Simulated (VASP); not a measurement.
# Tb2Y2H (P6/mmm) in VASP: further runs

The runs below take Tb2Y2H through single point, relaxation of cell and atoms, with PBE.

Everything below comes from runs of VASP 6.6.1. Logs are shortened: lines on timing, memory, paths and dates and some standing lists are left out, and cuts for length are marked.

**1. The cell of the first run**

The structure is hexagonal, space group P6/mmm (No. 191). Conventional cell: a = 4.471 Å, b = 4.471 Å, c = 7.557 Å, α = 90.00°, β = 90.00°, γ = 120.00°. Tb (site symmetry 6mm) has 1 H at 1.68 Å within 2.2 Å. Within 3.4 Å of Y (site symmetry -6m2) lie 3 Y at 2.58 Å and 6 Tb at 3.33 Å. H (site symmetry 6/mmm) has 2 Tb at 1.68 Å within 2.2 Å.

The cell was generated, and may not be a known phase.

**2. Single point, PBE**

INCAR

```
SYSTEM = Tb2Y2H
  ALGO = Normal
  EDIFF = 1E-6
  ENCUT = 500
  GGA = PE
  GGA_COMPAT = .FALSE.
  ISIF = 2
  ISMEAR = 0
  LASPH = .TRUE.
  LCHARG = .FALSE.
  LMAXMIX = 6
  LREAL = .FALSE.
  LWAVE = .FALSE.
  NBANDS = 28
  NELM = 200
  PREC = Accurate
  SIGMA = 0.1
```

KPOINTS

```
k-points
0
G
  6 6 2
  0 0 0
```

POSCAR

```
Tb2Y2H
1.0
    4.4706300900      0.0000000000      0.0000000000
   -2.2353150500      3.8716792300      0.0000000000
    0.0000000000      0.0000000000      7.5573797000
Tb Y H
2 2 1
Direct
    0.0000000000      0.0000000000      0.2221965900
    0.0000000000      0.0000000000      0.7778034100
    0.3333333300      0.6666666700      0.5000000000
    0.6666666700      0.3333333300      0.5000000000
    0.0000000000      0.0000000000      0.0000000000
```

Potentials or basis: VASP PAW PBE potentials, release 64 (Tb_3, Y_sv, H), 4f in core.

Command:

```console
$ cat potpaw_PBE.64/Tb_3/POTCAR potpaw_PBE.64/Y_sv/POTCAR potpaw_PBE.64/H/POTCAR > POTCAR
$ mpirun -np 1 vasp_std > vasp.out
```

OUTCAR:

```text
SYSTEM = Tb2Y2H
   EDIFF = 1E-6
   ENCUT = 500
   GGA = PE
   ISIF = 2
   ISMEAR = 0
   LASPH = .TRUE.
   LREAL = .FALSE.
   NELM = 200
   PREC = Accurate

 ion  position               nearest neighbor table
   1  0.000  0.000  0.222-   5 1.68   4 3.33   3 3.33   4 3.33   3 3.33   4 3.33   3 3.33   2 3.36

   2  0.000  0.000  0.778-   5 1.68   4 3.33   3 3.33   4 3.33   3 3.33   4 3.33   3 3.33   1 3.36

   3  0.333  0.667  0.500-   4 2.58   4 2.58   4 2.58   1 3.33   2 3.33   2 3.33   1 3.33   2 3.33
                             1 3.33
   4  0.667  0.333  0.500-   3 2.58   3 2.58   3 2.58   1 3.33   2 3.33   1 3.33   2 3.33   1 3.33
                             2 3.33
   5  0.000  0.000  0.000-   1 1.68   2 1.68

  LATTYP: Found a hexagonal cell.
 ALAT       =     4.4706300900
 C/A-ratio  =     1.6904506854

  Lattice vectors:

 A1 = (   4.4706300900,   0.0000000000,   0.0000000000)
 A2 = (  -2.2353150500,   3.8716792300,   0.0000000000)
 A3 = (   0.0000000000,   0.0000000000,   7.5573797000)

Analysis of symmetry for initial positions (statically):
=====================================================================
 Subroutine PRICEL returns:
 Original cell was already a primitive cell.

 Routine SETGRP: Setting up the symmetry group for a
 hexagonal supercell.

 Subroutine GETGRP returns: Found 24 space group operations
 (whereof 24 operations were pure point group operations)
 out of a pool of 24 trial point group operations.

The static configuration has the point symmetry D_6h.

Analysis of symmetry for dynamics (positions and initial velocities):
=====================================================================
 Subroutine PRICEL returns:
 Original cell was already a primitive cell.

 Routine SETGRP: Setting up the symmetry group for a
 hexagonal supercell.

 Subroutine GETGRP returns: Found 24 space group operations
 (whereof 24 operations were pure point group operations)
 out of a pool of 24 trial point group operations.

The dynamic configuration has the point symmetry D_6h.

 Subroutine INISYM returns: Found 24 space group operations
 (whereof 24 operations are pure point group operations),
 and found     1 'primitive' translations

----------------------------------------------------------------------------------------

                                     Primitive cell

  volume of cell :     130.8095

  direct lattice vectors                    reciprocal lattice vectors
[... 84 lines left out ...]
   EDIFFG = 0.1E-04   stopping-criterion for IOM
   NSW    =      0    number of steps for IOM
   IBRION =     -1    ionic relax: 0-MD 1-quasi-New 2-CG
   NFREE  =      0    steps in history (QN), initial steepest desc. (CG)
   ISIF   =      2    stress and relaxation
   ISYM   =      2    0-nonsym 1-usesym 2-fastsym
   POTIM  = 0.5000    time-step for ionic-motion
   TEBEG  =    0.0;   TEEND  =   0.0 temperature during run
   PSTRESS=    0.0 pullay stress
   NELECT =      41.0000    total number of electrons
   NUPDOWN=      -1.0000    fix difference up-down
   EMIN   =  10.00;   EMAX   =-10.00  energy-range for DOS
   EFERMI =   0.00;   METHOD = LEGACY
   ISMEAR =     0;   SIGMA  =   0.10  broadening in eV -4-tet -1-fermi 0-gaus
   EFERMI_NEDOS =   21; number of points for ismear=-14 and -15
   IALGO  =     38    algorithm
   IMIX   =      4    mixing-type and parameters
     AMIX     =   0.40;   BMIX     =  1.00
     AMIX_MAG =   1.60;   BMIX_MAG =  1.00
  volume/ion in A,a.u.               =      26.16       176.55
  Fermi-wavevector in a.u.,A,eV,Ry     =   1.112047  2.101463 16.825614  1.236648
  Thomas-Fermi vector in A             =   2.248617
   LORBIT       =      0    0 simple, 1 ext, 2 COOP (PROOUT), +10 PAW based schemes
   GGA     = PE    functional components
   LHFCALC =     F    Hartree Fock is set to
   AEXX    =    0.0000 exact exchange contribution
   IVDW    =     0    specifies the selected vdW correction
   LEPSILON=     F    determine dielectric tensor
   LRPA    =     F    only Hartree local field effects (RPA)
 non-spin polarized calculation
 Gauss-broadening in eV      SIGMA  =   0.10
  energy-cutoff  :      500.00
  volume of cell :      130.81
 maximum number of plane-waves:      3336
 NGX is ok and might be reduce to    36
   NGX = 17   NGY = 17   NGZ = 27

 number of electron      41.0000001 magnetization

 Free energy of the ion-electron system (eV)
  ---------------------------------------------------
  ext. energy  EPLUGINS =         0.00000000
  ---------------------------------------------------
  free energy    TOTEN  =       -19.17575511 eV

  energy without entropy =      -19.14648895  energy(sigma->0) =      -19.16112203

 E-fermi :   2.5492     XC(G=0):  -9.3166

 val. band max:        2.5456845413   @ k =   0.1667   0.1667   0.0000
 cond. band min:       2.5851009553   @ k =   0.3333  -0.0000   0.5000
 fundamental gap:      0.0394164140
 Fermi energy:         2.5491710492

 k-point     1 :       0.0000    0.0000    0.0000
  band No.  band energies     occupation
      1     -39.5151      2.00000
      2     -38.4375      2.00000
      3     -20.6097      2.00000
      4     -20.6097      2.00000
      5     -20.2598      2.00000
      6     -19.8213      2.00000
[... 423 lines left out ...]
     27       4.7012      0.00000
     28       5.4405      0.00000

------------------------ aborting loop because EDIFF is reached ----------------------------------------

  FORCE on cell =-STRESS in cart. coord.  units (eV):
  Direction    XX          YY          ZZ          XY          YZ          ZX
  --------------------------------------------------------------------------------------
  -------------------------------------------------------------------------------------
  Total       10.5016891     10.5016891     21.8374891     -0.0000000     -0.0000000      0.0000000
  in kB      128.6264813    128.6264813    267.4692967     -0.0000002     -0.0000000      0.0000000
  external PRESSURE =     174.9074198 kB  Pullay stress =       0.0000000 kB

 VOLUME and BASIS-vectors are now :
 -----------------------------------------------------------------------------
  energy-cutoff  :      500.00
  volume of cell :      130.81
      direct lattice vectors                 reciprocal lattice vectors
     4.470630090  0.000000000  0.000000000     0.223682116  0.129142930  0.000000000
    -2.235315050  3.871679230  0.000000000     0.000000000  0.258285860  0.000000000
     0.000000000  0.000000000  7.557379700     0.000000000  0.000000000  0.132320995

 POSITION                                       TOTAL-FORCE (eV/Angst)
 -----------------------------------------------------------------------------------
      0.00000      0.00000      1.67922         0.000000     -0.000000      3.945866
      0.00000      0.00000      5.87816         0.000000      0.000000     -3.945866
     -0.00000      2.58112      3.77869        -0.000000     -0.000000      0.000000
      2.23532      1.29056      3.77869         0.000000     -0.000000      0.000000
      0.00000      0.00000      0.00000         0.000000     -0.000000      0.000000
 -----------------------------------------------------------------------------------
    total drift:                               -0.000000      0.000000      0.000000

  FREE ENERGIE OF THE ION-ELECTRON SYSTEM (eV)
  ---------------------------------------------------
  free  energy   TOTEN  =       -19.1757551083 eV

  energy  without entropy=      -19.1464889467  energy(sigma->0) =      -19.16112203
```

OSZICAR:

```text
N       E                     dE             d eps       ncg     rms          rms(c)
DAV:   1     0.209870762017E+03    0.20987E+03   -0.18939E+04   784   0.129E+03
DAV:   2     0.194278741447E+00   -0.20968E+03   -0.20479E+03   832   0.356E+02
DAV:   3    -0.203794344171E+02   -0.20574E+02   -0.19740E+02  1408   0.612E+01
DAV:   4    -0.218181665318E+02   -0.14387E+01   -0.14149E+01  1152   0.134E+01
DAV:   5    -0.218612356092E+02   -0.43069E-01   -0.42879E-01  1184   0.225E+00    0.569E+01
DAV:   6    -0.195975659858E+02    0.22637E+01   -0.11376E+01   992   0.111E+01    0.310E+01
DAV:   7    -0.194226718806E+02    0.17489E+00   -0.49226E+00  1108   0.998E+00    0.104E+01
DAV:   8    -0.191865745949E+02    0.23610E+00   -0.25062E+00  1008   0.613E+00    0.239E+00
DAV:   9    -0.191760948450E+02    0.10480E-01   -0.15344E-01   968   0.179E+00    0.617E-01
DAV:  10    -0.191758134298E+02    0.28142E-03   -0.74972E-03  1192   0.448E-01    0.288E-01
DAV:  11    -0.191757504254E+02    0.63004E-04   -0.10189E-03   940   0.193E-01    0.631E-02
DAV:  12    -0.191757548951E+02   -0.44697E-05   -0.12804E-04  1180   0.530E-02    0.335E-02
DAV:  13    -0.191757544245E+02    0.47058E-06   -0.18379E-05  1044   0.253E-02    0.151E-02
DAV:  14    -0.191757551083E+02   -0.68374E-06   -0.37679E-06   812   0.111E-02
   1 F= -.19175755E+02 E0= -.19161122E+02  d E =-.292662E-01
```

stdout:

```text
POSCAR found type information on POSCAR TbY H
 POSCAR found :  3 types and       5 ions
 scaLAPACK will be used
 LDA part: xc-table for (Slater+PW92), standard interpolation
 POSCAR, INCAR and KPOINTS ok, starting setup
 FFT: planning ... GRIDC
 FFT: planning ... GRID_SOFT
 FFT: planning ... GRID
 WAVECAR not read
 entering main loop
```

It took 43 s on 1 thread of Intel Xeon Platinum 8488C (Sapphire Rapids), shared host; peak memory 0.29 GiB.

What came out:

```
Free energy            : -19.1758 eV
Pressure               : 17.5 GPa
Largest force          : 3.946 eV/Å
Band gap on the k mesh : zero (an odd number of electrons rules out a gap without spin polarisation)
```

Forces on the atoms (eV/Å):
```
Tb   0.000  0.000  3.946
Tb   0.000  0.000 -3.946
Y    0.000  0.000  0.000
Y    0.000  0.000  0.000
H    0.000  0.000  0.000
```

Stress tensor (GPa, compression positive):
```
12.86  0.00  0.00
 0.00 12.86  0.00
 0.00  0.00 26.75
```

Caveat: the k points lie up to 0.42 Å⁻¹ apart, too coarse for converged energies and pressures of a metal; spin-orbit coupling is left out, which moves the levels of the heavy elements; the 4f electrons are frozen in the core, so they carry no moment and show no levels; forces of over 1 eV/Å act on the atoms, so gaps and moduli don't describe the material at rest. Spin polarisation is off, so any magnetic state and its effect on volume and gap are missing.

**3. Single point, PBE**

This run uses another cell than the first one, of 40.40 Å³/atom.

INCAR

```
  ALGO = Normal
  EDIFF = 1E-6
  ENCUT = 500
  GGA = PE
  GGA_COMPAT = F
  ISIF = 2
  ISMEAR = 0
  LASPH = T
  LCHARG = T
  LELF = T
  LMAXMIX = 6
  LREAL = F
  LVHAR = T
  LWAVE = F
  NBANDS = 28
  NELM = 200
  PREC = Accurate
  SIGMA = 0.1
```

KPOINTS

```
k-points
0
Gamma
  6 6 2
```

POSCAR

```
Tb2Y2H
1.0
    5.5782439543      0.0000000036      0.0000000000
   -2.7891219802      4.8309009711      0.0000000000
    0.0000000000      0.0000000000      7.4966357137
Tb Y H
2 2 1
Direct
    0.0000000000      0.0000000000      0.2772768530
    0.0000000000      0.0000000000      0.7227231470
    0.3333333333      0.6666666667      0.5000000000
    0.6666666667      0.3333333333      0.5000000000
    0.0000000000      0.0000000000      0.0000000000
```

Potentials or basis: VASP PAW PBE potentials, release 64 (Tb_3, Y_sv, H), 4f in core.

Command:

```console
$ cat potpaw_PBE.64/Tb_3/POTCAR potpaw_PBE.64/Y_sv/POTCAR potpaw_PBE.64/H/POTCAR > POTCAR
$ mpirun -np 1 vasp_std > vasp.out
```

Wall time 80 s (1 thread of Intel Xeon Platinum 8488C (Sapphire Rapids), shared host); peak memory 0.35 GiB.

The run converged. Its results:

```yaml
Free_energy: -22.8276 eV
Pressure: 0.0 GPa
Largest_force: 0.027 eV/Å
Band_gap_on_the_k_mesh: zero (an odd number of electrons rules out a gap without spin polarisation)
```

Forces in eV/Å, atoms in the order of the input:
```
Tb   0.000  0.000  0.027
Tb   0.000  0.000 -0.027
Y    0.000  0.000  0.000
Y    0.000  0.000  0.000
H    0.000  0.000  0.000
```

Levels at points of the mesh, in eV from the Fermi level:
| k point | band 19 | band 20 | band 21 | band 22 | band 23 | band 24 |
| --- | --- | --- | --- | --- | --- | --- |
| (0.00, 0.00, 0.00) | -0.53 | -0.41 | -0.21 | -0.21 | 0.57 | 0.57 |
| (0.50, 0.00, 0.00) | -0.78 | -0.13 | -0.11 | 0.32 | 0.88 | 1.25 |
| (0.00, 0.00, 0.50) | -0.46 | -0.27 | -0.27 | -0.12 | 0.66 | 0.66 |
| (0.50, 0.00, 0.50) | -0.85 | -0.04 | 0.15 | 0.29 | 0.75 | 1.28 |

Caveat: the k points lie up to 0.42 Å⁻¹ apart, too coarse for converged energies and pressures of a metal; spin-orbit coupling is left out, which moves the levels of the heavy elements; the 4f electrons are frozen in the core, so they carry no moment and show no levels. Spin polarisation is off, so any magnetic state and its effect on volume and gap are missing.

[end of part 1 of 2]

The gap in the log of VASP goes by the Fermi energy; the results here count the filled bands.